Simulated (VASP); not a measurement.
# Zn4O: single point with PBE

Crystal: Zn4O.

```xyz
10
Lattice="0.0000 4.2061 4.2061 4.2061 0.0000 4.2061 4.2061 4.2061 0.0000" Properties=species:S:1:pos:R:3 pbc="T T T"
Zn    3.2617    3.2617    3.2617
Zn    5.1504    5.1504    3.2617
Zn    5.1504    3.2617    5.1504
Zn    3.2617    5.1504    5.1504
Zn    5.3647    5.3647    7.2535
Zn    7.2535    7.2535    7.2535
Zn    5.3647    7.2535    5.3647
Zn    7.2535    5.3647    5.3647
O     0.0000    0.0000    0.0000
O     2.1030    2.1030    2.1030
```

The cell was generated, and may not be a known phase.

| Quantity | Value |
| --- | --- |
| Program | VASP 6.6.1 |
| Task | single point |
| Functional | PBE |
| Potentials or basis | VASP PAW PBE potentials, release 64 (Zn, O) |
| Cutoff | 520 eV |
| k mesh | 4 × 4 × 4 |
| Occupations | gaussian, width 0.1 eV |
| Spin | no spin polarisation |
| Dipole correction | no |
| Further INCAR settings | ALGO = Normal; EDIFF = 1e-06; NBANDS = 65 |

```
Pressure               : 0.5 GPa
Largest force          : 0.074 eV/Å
Band gap on the k mesh : zero (bands 54 and 55 overlap by 1.08 eV)
```

Forces in eV/Å, atoms in the order of the input:
```
Zn   0.042  0.042  0.042
Zn  -0.042 -0.042  0.042
Zn  -0.042  0.042 -0.042
Zn   0.042 -0.042 -0.042
Zn   0.042  0.042 -0.042
Zn  -0.042 -0.042 -0.042
Zn   0.042 -0.042  0.042
Zn  -0.042  0.042  0.042
O    0.000  0.000  0.000
O    0.000  0.000  0.000
```

Levels at points of the mesh, in eV from the Fermi level:
```tsv
k point	band 51	band 52	band 53	band 54	band 55	band 56	band 57	band 58
(0.00, 0.00, 0.00)	-2.07	-2.07	-2.07	-0.98	-0.98	-0.22	-0.22	-0.22
(0.50, 0.00, 0.00)	-2.52	-2.52	-2.01	0.10	0.10	1.65	1.75	1.75
(0.50, 0.50, 0.00)	-1.89	-1.89	-1.62	-1.62	1.69	1.69	2.45	2.45
```

Run time: 2.4 min on 1 thread of Intel Xeon 8259CL, with other jobs on the host, peak memory 0.34 GiB.
